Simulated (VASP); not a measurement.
# CdS in VASP: further runs

Aim: see how the results for CdS move with the level of theory and the settings. Levels: PBEsol, PBE+D3(BJ), PBE0, PBE. Tasks: single point, relaxation of cell and atoms.

All numbers are computed with VASP 6.6.1; they aren't measurements. Logs are shortened: lines on timing, memory, paths and dates and some standing lists are left out, and cuts for length are marked.

## 1. The cell of the first run

Symmetry: Fm-3m, No. 225, cubic system. Conventional cell: a = 5.394 Å, b = 5.394 Å, c = 5.394 Å, α = 90.00°, β = 90.00°, γ = 90.00°. Within 3.6 Å of Cd (site symmetry m-3m) lie 6 S at 2.70 Å. S (site symmetry m-3m) has 6 Cd at 2.70 Å within 3.6 Å.

## 2. Single point, PBEsol

The input, INCAR:

```
SYSTEM = CdS
ALGO = Normal
EDIFF = 1E-6
ENCUT = 540
GGA = PS
GGA_COMPAT = .False.
ISIF = 2
ISMEAR = -1
LASPH = .True.
LCHARG = .False.
LREAL = .False.
LWAVE = .False.
NBANDS = 20
NELM = 120
PREC = Accurate
SIGMA = 0.05
```

The input, KPOINTS:

```
k-points
0
Gamma
  8 8 8
  0 0 0
```

The input, POSCAR:

```
CdS
1.0
    0.0000000000      2.6970395763      2.6970395763
    2.6970395763      0.0000000000      2.6970395763
    2.6970395763      2.6970395763      0.0000000000
Cd S
1 1
Direct
    0.0000000000      0.0000000000      0.0000000000
    0.5000000000      0.5000000000      0.5000000000
```

Potentials or basis: VASP PAW PBE potentials, release 64 (Cd_sv_GW, S).

Launch:

```console
> cat potpaw_PBE.64/Cd_sv_GW/POTCAR potpaw_PBE.64/S/POTCAR > POTCAR
> mpirun -np 1 vasp_std > vasp.out
```

OUTCAR:

```text
SYSTEM = CdS
   EDIFF = 1E-6
   ENCUT = 540
   GGA = PS
   ISIF = 2
   ISMEAR = -1
   LASPH = .True.
   LREAL = .False.
   NELM = 120
   PREC = Accurate

 ion  position               nearest neighbor table
   1  0.000  0.000  0.000-   2 2.70   2 2.70   2 2.70   2 2.70   2 2.70   2 2.70
   2  0.500  0.500  0.500-   1 2.70   1 2.70   1 2.70   1 2.70   1 2.70   1 2.70

  LATTYP: Found a face centered cubic cell.
 ALAT       =     5.3940791526

  Lattice vectors:

 A1 = (   0.0000000000,   2.6970395763,   2.6970395763)
 A2 = (   2.6970395763,   0.0000000000,   2.6970395763)
 A3 = (   2.6970395763,   2.6970395763,   0.0000000000)

Analysis of symmetry for initial positions (statically):
=====================================================================
 Subroutine PRICEL returns:
 Original cell was already a primitive cell.

 Routine SETGRP: Setting up the symmetry group for a
 face centered cubic supercell.

 Subroutine GETGRP returns: Found 48 space group operations
[... 9 lines left out ...]

 Routine SETGRP: Setting up the symmetry group for a
 face centered cubic supercell.

 Subroutine GETGRP returns: Found 48 space group operations
[... 11 lines left out ...]
                                     Primitive cell

  volume of cell :      39.2367

  direct lattice vectors                    reciprocal lattice vectors
     0.000000000  2.697039576  2.697039576    -0.185388455  0.185388455  0.185388455
     2.697039576  0.000000000  2.697039576     0.185388455 -0.185388455  0.185388455
     2.697039576  2.697039576  0.000000000     0.185388455  0.185388455 -0.185388455

  length of vectors
     3.814189947  3.814189947  3.814189947     0.321102223  0.321102223  0.321102223

  position of ions in fractional coordinates (direct lattice)
     0.000000000  0.000000000  0.000000000
     0.500000000  0.500000000  0.500000000

  ion indices of the primitive-cell ions
   primitive index   ion index
                 1           1
                 2           2

----------------------------------------------------------------------------------------

 KPOINTS: k-points

Automatic generation of k-mesh.
 Grid dimensions read from file:
 generate k-points for:    8    8    8

 Generating k-lattice:

  Cartesian coordinates                     Fractional coordinates (reciprocal lattice)
    -0.023173557  0.023173557  0.023173557     0.125000000  0.000000000  0.000000000
     0.023173557 -0.023173557  0.023173557     0.000000000  0.125000000  0.000000000
     0.023173557  0.023173557 -0.023173557     0.000000000  0.000000000  0.125000000
[... 47 lines left out ...]
 SYSTEM =  CdS
   PREC   = accura    normal or accurate (medium, high low for compatibility)
   ISTART =      0    job   : 0-new  1-cont  2-samecut
   ICHARG =      2    charge: 1-file 2-atom 10-const
   ISPIN  =      1    spin polarized calculation?
   LNONCOLLINEAR =      F non collinear calculations
   LSORBIT =      F    spin-orbit coupling
   LASPH  =      T    aspherical Exc in radial PAW
   ENCUT  =  540.0 eV  39.69 Ry    6.30 a.u.   7.23  7.23  7.23*2*pi/ulx,y,z
   NELM   =    120;   NELMIN=  2; NELMDL= -5     # of ELM steps
   EDIFF  = 0.1E-05   stopping-criterion for ELM
   LREAL  =      F    real-space projection
   EDIFFG = 0.1E-04   stopping-criterion for IOM
   NSW    =      0    number of steps for IOM
   IBRION =     -1    ionic relax: 0-MD 1-quasi-New 2-CG
   NFREE  =      0    steps in history (QN), initial steepest desc. (CG)
   ISIF   =      2    stress and relaxation
   ISYM   =      2    0-nonsym 1-usesym 2-fastsym
   POTIM  = 0.5000    time-step for ionic-motion
   TEBEG  =    0.0;   TEEND  =   0.0 temperature during run
   PSTRESS=    0.0 pullay stress
   NELECT =      26.0000    total number of electrons
   NUPDOWN=      -1.0000    fix difference up-down
   EMIN   =  10.00;   EMAX   =-10.00  energy-range for DOS
   EFERMI =   0.00;   METHOD = LEGACY
   ISMEAR =    -1;   SIGMA  =   0.05  broadening in eV -4-tet -1-fermi 0-gaus
   EFERMI_NEDOS =   21; number of points for ismear=-14 and -15
   IALGO  =     38    algorithm
   IMIX   =      4    mixing-type and parameters
     AMIX     =   0.40;   BMIX     =  1.00
     AMIX_MAG =   1.60;   BMIX_MAG =  1.00
  volume/ion in A,a.u.               =      19.62       132.39
  Fermi-wavevector in a.u.,A,eV,Ry     =   1.427256  2.697123 27.715891  2.037060
  Thomas-Fermi vector in A             =   2.547445
   LORBIT       =      0    0 simple, 1 ext, 2 COOP (PROOUT), +10 PAW based schemes
   GGA     = PS    functional components
   LHFCALC =     F    Hartree Fock is set to
   AEXX    =    0.0000 exact exchange contribution
   IVDW    =     0    specifies the selected vdW correction
   LEPSILON=     F    determine dielectric tensor
   LRPA    =     F    only Hartree local field effects (RPA)
 non-spin polarized calculation
  energy-cutoff  :      540.00
  volume of cell :       39.24
 maximum number of plane-waves:      1139
 NGX is ok and might be reduce to    30
   NGX = 15   NGY = 15   NGZ = 15

 number of electron      26.0000006 magnetization

 Free energy of the ion-electron system (eV)
  ---------------------------------------------------
  ext. energy  EPLUGINS =         0.00000000
  ---------------------------------------------------
  free energy    TOTEN  =        -6.73283959 eV

  energy without entropy =       -6.73100322  energy(sigma->0) =       -6.73192141

 E-fermi :   5.3343     XC(G=0): -10.9653

 val. band max:        5.3263233926   @ k =   0.5000   0.5000   0.0000
 cond. band min:       6.1433560106   @ k =   0.3750   0.3750   0.0000
 fundamental gap:      0.8170326180
 Fermi energy:         5.3342913347

 k-point     1 :       0.0000    0.0000    0.0000
  band No.  band energies     occupation
      1     -96.3499      2.00000
      2     -57.4505      2.00000
      3     -57.4505      2.00000
      4     -57.4505      2.00000
      5      -7.9360      2.00000
      6      -2.5021      2.00000
[... 541 lines left out ...]
     19      17.6429      0.00000
     20      19.7318      0.00000

 [... further k-points ...]
[... 5 lines left out ...]
  --------------------------------------------------------------------------------------
  -------------------------------------------------------------------------------------
  Total       -0.2513593     -0.2513593     -0.2513593     -0.0000000     -0.0000000      0.0000000
  in kB      -10.2639274    -10.2639274    -10.2639274     -0.0000000     -0.0000000      0.0000000
  external PRESSURE =     -10.2639274 kB  Pullay stress =       0.0000000 kB

 VOLUME and BASIS-vectors are now :
 -----------------------------------------------------------------------------
  energy-cutoff  :      540.00
  volume of cell :       39.24
      direct lattice vectors                 reciprocal lattice vectors
     0.000000000  2.697039576  2.697039576    -0.185388455  0.185388455  0.185388455
     2.697039576  0.000000000  2.697039576     0.185388455 -0.185388455  0.185388455
     2.697039576  2.697039576  0.000000000     0.185388455  0.185388455 -0.185388455

 POSITION                                       TOTAL-FORCE (eV/Angst)
 -----------------------------------------------------------------------------------
      0.00000      0.00000      0.00000         0.000000     -0.000000      0.000000
      2.69704      2.69704      2.69704        -0.000000      0.000000     -0.000000
 -----------------------------------------------------------------------------------
    total drift:                               -0.000000      0.000000      0.000000

  FREE ENERGIE OF THE ION-ELECTRON SYSTEM (eV)
  ---------------------------------------------------
  free  energy   TOTEN  =        -6.7328395914 eV

  energy  without entropy=       -6.7310032191  energy(sigma->0) =       -6.73192141
```

Run time: 37 s. Hardware: 1 thread of AMD EPYC 7R13 (Zen 3), shared host; peak memory 0.16 GiB.

What came out:

```yaml
Free_energy: -6.7328 eV
Pressure: -1.0 GPa
```

Caveat: the PAW data sets were made with another functional, which shifts forces and pressure a little.

## 3. Relaxation of cell and atoms, PBE+D3(BJ)

This run uses another cell than the first one, of 20.87 Å³/atom, 1.064 times its volume.

The input, INCAR:

```
SYSTEM = CdS
PREC = Accurate
ENCUT = 540
EDIFF = 1E-7
ISMEAR = -1
SIGMA = 0.05
LREAL = .False.
LASPH = .True.
NELM = 120
ALGO = Normal
ISIF = 3
LWAVE = .False.
LCHARG = .False.
GGA = PE
IVDW = 12
IBRION = 2
NSW = 60
EDIFFG = -0.01
GGA_COMPAT = .False.
NELMIN = 4
```

The input, KPOINTS:

```
regular mesh
0
Gamma
  8 8 8
  0 0 0
```

The input, POSCAR:

```
CdS
1.0
    0.0000000000      2.7532440000      2.7532440000
    2.7532440000      0.0000000000      2.7532440000
    2.7532440000      2.7532440000      0.0000000000
Cd S
1 1
Direct
    0.0000000000      0.0000000000      0.0000000000
    0.5000000000      0.5000000000      0.5000000000
```

Potentials or basis: VASP PAW PBE potentials, release 64 (Cd_sv_GW, S).

Launch:

```console
> cat potpaw_PBE.64/Cd_sv_GW/POTCAR potpaw_PBE.64/S/POTCAR > POTCAR
> mpirun -np 1 vasp_std > vasp.out
```

Wall time 43 s (1 thread of AMD EPYC 9R45 (Zen 5), shared host); peak memory 0.18 GiB.

It converged, with:

- Free energy: -6.7295 eV
- Relaxed volume: 19.68 Å³/atom
- Relaxed cell: a = 3.818 Å, b = 3.818 Å, c = 3.818 Å, α = 60.00°, β = 60.00°, γ = 60.00°
- Space group after relaxing (to 0.05 Å): Fm-3m (No. 225)
- Energy gained by relaxing: 18.1 meV/atom
- Ionic steps: 3
- Pressure after relaxing: 0.0 GPa
- Band gap on the k mesh: 0.25 eV, indirect (least direct gap 1.95 eV)
- Dispersion energy per atom: -0.396 eV

The path:
```
step  energy change (eV)  largest force (eV/Å)  pressure (GPa)  volume (Å³)
   1              0.0000                0.0000           -4.60        41.74
   2             -0.0264                0.0000            2.83        38.22
   3             -0.0361                0.0000            0.00        39.36
```

Final structure:
```
CELL_PARAMETERS angstrom
0.00000 2.69993 2.69993
2.69993 0.00000 2.69993
2.69993 2.69993 0.00000
ATOMIC_POSITIONS crystal
Cd 0.00000 0.00000 0.00000
S 0.50000 0.50000 0.50000
```

Levels at points of the mesh, in eV from the valence-band top:
```tsv
k point	band 9	band 10	band 11	band 12	band 13	band 14	band 15	band 16	band 17
(0.00, 0.00, 0.00)	-7.70	-7.70	-0.85	-0.85	-0.85	1.10	9.24	9.24	9.24
(0.50, 0.00, 0.00)	-7.47	-7.47	-5.03	0.00	0.00	3.46	5.87	5.87	7.16
(0.50, 0.50, 0.00)	-7.40	-6.64	-4.50	-2.31	-2.31	0.25	5.99	10.08	11.55
```

A k mesh can miss the band edges.

[end of part 1 of 2]
